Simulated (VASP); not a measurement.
# Tl (Fd-3m) in VASP: a series of runs

Runs on Tl. Level: RPBE. Tasks: single point.

Program: VASP 6.6.1. These are calculated values, not measurements. Logs are shortened: lines on timing, memory, paths and dates and some standing lists are left out, and cuts for length are marked.

## (1) The cell of the first run

Symmetry: Fd-3m, No. 227, cubic system. Conventional cell: a = 7.332 Å, b = 7.332 Å, c = 7.332 Å, α = 90.00°, β = 90.00°, γ = 90.00°. Within 4.2 Å of Tl (site symmetry -43m) lie 4 Tl at 3.17 Å.

This isn't the form of Tl at room conditions, which is hcp.

## (2) Single point, RPBE (49.27 Å³/atom)

INCAR

```
  PREC = Accurate
  ENCUT = 520
  EDIFF = 1E-6
  ISMEAR = -1
  SIGMA = 0.1
  LREAL = F
  LASPH = T
  NELM = 60
  ALGO = Normal
  ISIF = 2
  LWAVE = F
  LCHARG = T
  GGA = RP
  LELF = T
  LVHAR = T
  NBANDS = 20
```

KPOINTS

```
Automatic mesh
0
Gamma
  9 9 9
```

POSCAR

```
Tl
1.0
    0.0000000000      3.6660361720      3.6660361720
    3.6660361720      0.0000000000      3.6660361720
    3.6660361720      3.6660361720      0.0000000000
Tl
2
Direct
    0.1250000000      0.1250000000      0.1250000000
    0.8750000000      0.8750000000      0.8750000000
```

Potentials or basis: VASP PAW PBE potentials, release 64 (Tl_d).

Launch:

```sh
> cat potpaw_PBE.64/Tl_d/POTCAR > POTCAR
> mpirun -np 1 vasp_std > vasp.out
```

OUTCAR:

```text
PREC = Accurate
   ENCUT = 520
   EDIFF = 1E-6
   ISMEAR = -1
   LREAL = F
   LASPH = T
   NELM = 60
   ISIF = 2
   GGA = RP

 ion  position               nearest neighbor table
   1  0.125  0.125  0.125-   2 3.17   2 3.17   2 3.17   2 3.17
   2  0.875  0.875  0.875-   1 3.17   1 3.17   1 3.17   1 3.17

  LATTYP: Found a face centered cubic cell.
 ALAT       =     7.3320723440

  Lattice vectors:

 A1 = (   0.0000000000,   3.6660361720,   3.6660361720)
 A2 = (   3.6660361720,   0.0000000000,   3.6660361720)
 A3 = (   3.6660361720,   3.6660361720,   0.0000000000)

Analysis of symmetry for initial positions (statically):
=====================================================================
 Subroutine PRICEL returns:
 Original cell was already a primitive cell.

 Routine SETGRP: Setting up the symmetry group for a
 face centered cubic supercell.

 Subroutine GETGRP returns: Found 48 space group operations
 (whereof 12 operations were pure point group operations)
 out of a pool of 48 trial point group operations.

The static configuration has the point symmetry D_3d.
 The point group associated with its full space group is O_h .

Analysis of symmetry for dynamics (positions and initial velocities):
=====================================================================
 Subroutine PRICEL returns:
 Original cell was already a primitive cell.

 Routine SETGRP: Setting up the symmetry group for a
 face centered cubic supercell.

 Subroutine GETGRP returns: Found 48 space group operations
 (whereof 12 operations were pure point group operations)
 out of a pool of 48 trial point group operations.

The dynamic configuration has the point symmetry D_3d.
 The point group associated with its full space group is O_h .

 Subroutine INISYM returns: Found 48 space group operations
 (whereof 12 operations are pure point group operations),
 and found     1 'primitive' translations

----------------------------------------------------------------------------------------

                                     Primitive cell

  volume of cell :      98.5417

  direct lattice vectors                    reciprocal lattice vectors
     0.000000000  3.666036172  3.666036172    -0.136387089  0.136387089  0.136387089
     3.666036172  0.000000000  3.666036172     0.136387089 -0.136387089  0.136387089
     3.666036172  3.666036172  0.000000000     0.136387089  0.136387089 -0.136387089

  length of vectors
     5.184558075  5.184558075  5.184558075     0.236229367  0.236229367  0.236229367

  position of ions in fractional coordinates (direct lattice)
     0.125000000  0.125000000  0.125000000
     0.875000000  0.875000000  0.875000000

  ion indices of the primitive-cell ions
   primitive index   ion index
                 1           1
                 2           2

----------------------------------------------------------------------------------------

 KPOINTS: Automatic mesh

Automatic generation of k-mesh.
 Grid dimensions read from file:
 generate k-points for:    9    9    9

 Generating k-lattice:

  Cartesian coordinates                     Fractional coordinates (reciprocal lattice)
    -0.015154121  0.015154121  0.015154121     0.111111111  0.000000000  0.000000000
     0.015154121 -0.015154121  0.015154121     0.000000000  0.111111111  0.000000000
     0.015154121  0.015154121 -0.015154121     0.000000000  0.000000000  0.111111111

  Length of vectors
     0.026247707  0.026247707  0.026247707

  Shift w.r.t. Gamma in fractional coordinates (k-lattice)
     0.000000000  0.000000000  0.000000000

 Subroutine IBZKPT returns following result:
 ===========================================

 Found     35 irreducible k-points:

 Following reciprocal coordinates:
            Coordinates               Weight
  0.000000  0.000000  0.000000      1.000000
  0.111111  0.000000  0.000000      8.000000
  0.222222  0.000000  0.000000      8.000000
  0.333333  0.000000  0.000000      8.000000
  0.444444  0.000000  0.000000      8.000000
  0.111111  0.111111  0.000000      6.000000
[... 16 lines left out ...]
 -0.333333  0.333333  0.000000     12.000000
  0.444444  0.444444  0.000000      6.000000
 [... further k-points ...]
   k-points           NKPTS =     35   k-points in BZ     NKDIM =     35   number of bands    NBANDS=     20
   number of dos      NEDOS =    301   number of ions     NIONS =      2
   total plane-waves  NPLWV =  64000
   dimension x,y,z NGX =    40 NGY =   40 NGZ =   40
   dimension x,y,z NGXF=    80 NGYF=   80 NGZF=   80
   ions per type =               2
   NGX,Y,Z   is equivalent  to a cutoff of  12.83, 12.83, 12.83 a.u.
   NGXF,Y,Z  is equivalent  to a cutoff of  25.65, 25.65, 25.65 a.u.
 SYSTEM =  unknown system
   PREC   = accura    normal or accurate (medium, high low for compatibility)
   ISTART =      0    job   : 0-new  1-cont  2-samecut
   ICHARG =      2    charge: 1-file 2-atom 10-const
   ISPIN  =      1    spin polarized calculation?
   LNONCOLLINEAR =      F non collinear calculations
   LSORBIT =      F    spin-orbit coupling
   LASPH  =      T    aspherical Exc in radial PAW
   ENCUT  =  520.0 eV  38.22 Ry    6.18 a.u.   9.64  9.64  9.64*2*pi/ulx,y,z
   NELM   =     60;   NELMIN=  2; NELMDL= -5     # of ELM steps
   EDIFF  = 0.1E-05   stopping-criterion for ELM
   LREAL  =      F    real-space projection
   EDIFFG = 0.1E-04   stopping-criterion for IOM
   NSW    =      0    number of steps for IOM
   IBRION =     -1    ionic relax: 0-MD 1-quasi-New 2-CG
   NFREE  =      0    steps in history (QN), initial steepest desc. (CG)
   ISIF   =      2    stress and relaxation
   ISYM   =      2    0-nonsym 1-usesym 2-fastsym
   POTIM  = 0.5000    time-step for ionic-motion
   TEBEG  =    0.0;   TEEND  =   0.0 temperature during run
   PSTRESS=    0.0 pullay stress
   NELECT =      26.0000    total number of electrons
   NUPDOWN=      -1.0000    fix difference up-down
   EMIN   =  10.00;   EMAX   =-10.00  energy-range for DOS
   EFERMI =   0.00;   METHOD = LEGACY
   ISMEAR =    -1;   SIGMA  =   0.10  broadening in eV -4-tet -1-fermi 0-gaus
   EFERMI_NEDOS =   21; number of points for ismear=-14 and -15
   IALGO  =     38    algorithm
   IMIX   =      4    mixing-type and parameters
     AMIX     =   0.40;   BMIX     =  1.00
     AMIX_MAG =   1.60;   BMIX_MAG =  1.00
  volume/ion in A,a.u.               =      49.27       332.50
  Fermi-wavevector in a.u.,A,eV,Ry     =   1.050008  1.984227 15.000647  1.102516
  Thomas-Fermi vector in A             =   2.184994
   LORBIT       =      0    0 simple, 1 ext, 2 COOP (PROOUT), +10 PAW based schemes
   GGA     = RP    functional components
   LHFCALC =     F    Hartree Fock is set to
   AEXX    =    0.0000 exact exchange contribution
   IVDW    =     0    specifies the selected vdW correction
   LEPSILON=     F    determine dielectric tensor
   LRPA    =     F    only Hartree local field effects (RPA)
 non-spin polarized calculation
  energy-cutoff  :      520.00
  volume of cell :       98.54
 maximum number of plane-waves:      2693
   NGX = 19   NGY = 19   NGZ = 19

 number of electron      25.9999995 magnetization

 Free energy of the ion-electron system (eV)
  ---------------------------------------------------
  ext. energy  EPLUGINS =         0.00000000
  ---------------------------------------------------
  free energy    TOTEN  =        -3.06447712 eV

  energy without entropy =       -2.99733686  energy(sigma->0) =       -3.03090699

 E-fermi :   2.3999     XC(G=0):  -7.2743

 val. band max:        2.3449994176   @ k =  -0.4444   0.3333   0.1111
 cond. band min:       2.4081868164   @ k =  -0.3333   0.3333   0.1111
 fundamental gap:      0.0631873987
 Fermi energy:         2.3998561830

 k-point     1 :       0.0000    0.0000    0.0000
  band No.  band energies     occupation
      1      -9.4577      2.00000
      2      -9.4577      2.00000
      3      -9.4577      2.00000
      4      -9.3992      2.00000
      5      -9.3992      2.00000
      6      -8.9961      2.00000
[... 12 lines left out ...]
     19       7.0087      0.00000
     20      10.6456      0.00000

 k-point     2 :       0.1111    0.0000    0.0000
  band No.  band energies     occupation
      1      -9.4712      2.00000
      2      -9.4712      2.00000
      3      -9.4560      2.00000
      4      -9.3804      2.00000
      5      -9.3804      2.00000
      6      -9.0127      2.00000
[... 12 lines left out ...]
     19       7.8039      0.00000
     20      10.1955      0.00000

 k-point     3 :       0.2222    0.0000    0.0000
  band No.  band energies     occupation
      1      -9.4886      2.00000
      2      -9.4886      2.00000
      3      -9.4516      2.00000
      4      -9.3505      2.00000
      5      -9.3505      2.00000
      6      -9.0360      2.00000
[... 12 lines left out ...]
     19       8.6657      0.00000
     20       9.9604      0.00000

 k-point     4 :       0.3333    0.0000    0.0000
  band No.  band energies     occupation
      1      -9.4982      2.00000
      2      -9.4982      2.00000
      3      -9.4466      2.00000
      4      -9.3299      2.00000
      5      -9.3299      2.00000
      6      -9.0503      2.00000
[... 12 lines left out ...]
     19       8.5094      0.00000
     20      10.2993      0.00000

 k-point     5 :       0.4444    0.0000    0.0000
  band No.  band energies     occupation
      1      -9.5012      2.00000
      2      -9.5012      2.00000
      3      -9.4431      2.00000
      4      -9.3218      2.00000
      5      -9.3218      2.00000
      6      -9.0660      2.00000
[... 12 lines left out ...]
     19       9.4752      0.00000
     20      10.9942      0.00000
[... 353 lines left out ...]
      6      -9.1734      2.00000
[... 12 lines left out ...]
     19      10.4804      0.00000
     20      11.3319      0.00000

 k-point    22 :      -0.4444    0.3333    0.0000
  band No.  band energies     occupation
      1      -9.5463      2.00000
      2      -9.5181      2.00000
      3      -9.3907      2.00000
      4      -9.2777      2.00000
      5      -9.2214      2.00000
      6      -9.1796      2.00000
[... 12 lines left out ...]
     19       9.9027      0.00000
     20      11.3238      0.00000

 k-point    23 :      -0.3333    0.3333    0.0000
  band No.  band energies     occupation
      1      -9.5523      2.00000
      2      -9.5214      2.00000
      3      -9.3792      2.00000
      4      -9.2375      2.00000
      5      -9.2164      2.00000
      6      -9.2154      2.00000
[... 12 lines left out ...]
     19       9.0337      0.00000
     20      10.4322      0.00000

 k-point    24 :       0.4444    0.4444    0.0000
  band No.  band energies     occupation
      1      -9.5157      2.00000
      2      -9.5157      2.00000
      3      -9.4205      2.00000
      4      -9.3471      2.00000
      5      -9.2145      2.00000
      6      -9.1377      2.00000
[... 12 lines left out ...]
     19      10.1624      0.00000
     20      11.4317      0.00000

 [... further k-points ...]

------------------------ aborting loop because EDIFF is reached ----------------------------------------

  FORCE on cell =-STRESS in cart. coord.  units (eV):
  Direction    XX          YY          ZZ          XY          YZ          ZX
  --------------------------------------------------------------------------------------
  -------------------------------------------------------------------------------------
  Total        0.0027892      0.0027892      0.0027892      0.0000000      0.0000000      0.0000000
  in kB        0.0453489      0.0453489      0.0453489      0.0000000      0.0000000      0.0000000
  external PRESSURE =       0.0453489 kB  Pullay stress =       0.0000000 kB

 VOLUME and BASIS-vectors are now :
 -----------------------------------------------------------------------------
  energy-cutoff  :      520.00
  volume of cell :       98.54
      direct lattice vectors                 reciprocal lattice vectors
     0.000000000  3.666036172  3.666036172    -0.136387089  0.136387089  0.136387089
     3.666036172  0.000000000  3.666036172     0.136387089 -0.136387089  0.136387089
     3.666036172  3.666036172  0.000000000     0.136387089  0.136387089 -0.136387089

 POSITION                                       TOTAL-FORCE (eV/Angst)
 -----------------------------------------------------------------------------------
      0.91651      0.91651      0.91651         0.000000      0.000000     -0.000000
      6.41556      6.41556      6.41556        -0.000000     -0.000000      0.000000
 -----------------------------------------------------------------------------------
    total drift:                                0.000000      0.000000     -0.000000

  FREE ENERGIE OF THE ION-ELECTRON SYSTEM (eV)
  ---------------------------------------------------
  free  energy   TOTEN  =        -3.0644771192 eV

  energy  without entropy=       -2.9973368607  energy(sigma->0) =       -3.03090699
```

Run time: 33 s. Hardware: 1 thread of AMD EPYC 9R45 (Zen 5), shared host; peak memory 0.22 GiB.

What came out:

- Free energy: -3.0645 eV
- Pressure: 0.0 GPa
- Band gap on the k mesh: zero (bands 13 and 14 overlap by 2.36 eV)

Levels at points of the mesh, in eV from the Fermi level:
| k point | band 11 | band 12 | band 13 | band 14 | band 15 | band 16 |
| --- | --- | --- | --- | --- | --- | --- |
| (0.00, 0.00, 0.00) | -8.29 | -2.11 | 1.90 | 1.90 | 1.90 | 3.56 |

Caveat: the PAW data sets were made with another functional, which shifts forces and pressure a little; spin-orbit coupling is left out, which moves the levels of the heavy elements.

(Part 1 of 2 ends here.)
